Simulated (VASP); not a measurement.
TiAl: single point with PBEsol

The system is TiAl.

```
Ti Al
1.0
     2.84755    0.00000    0.00000
    -1.42377    2.46605    0.00000
     0.00000    0.00000    4.61919
Ti Al
1 1
Direct
  0.00000 0.00000 0.00000
  0.33333 0.66667 0.50000
```

```json
{
  "Program": "VASP 6.6.1",
  "Task": "single point",
  "Functional": "PBEsol",
  "Potentials or basis": "VASP PAW PBE potentials, release 64 (Ti_sv, Al)",
  "Cutoff": "520 eV",
  "k mesh": "21 × 21 × 12",
  "Occupations": "gaussian, width 0.15 eV",
  "Spin": "collinear spin",
  "Starting moments": "[0.5, 0.0] μB",
  "Fixed moment": "0.5 μB"
}
```

* Pressure: 0.2 GPa
* Net moment: 0.50 μB per cell
* Site moments: Ti +0.30; Al +0.01 μB
* Valence electrons inside the program's atomic spheres: Ti 10.29; Al 0.81

Stress tensor (GPa, compression positive):
```
 0.64  0.00  0.00
 0.00  0.64  0.00
 0.00  0.00 -0.60
```

It took 13 min on 1 thread of Intel Xeon 8259CL, with other jobs on the host, peak memory 0.4 GiB.

Caveat: the PAW data sets were made with another functional, which shifts forces and pressure a little; the total moment is fixed, so each spin has its own Fermi level.
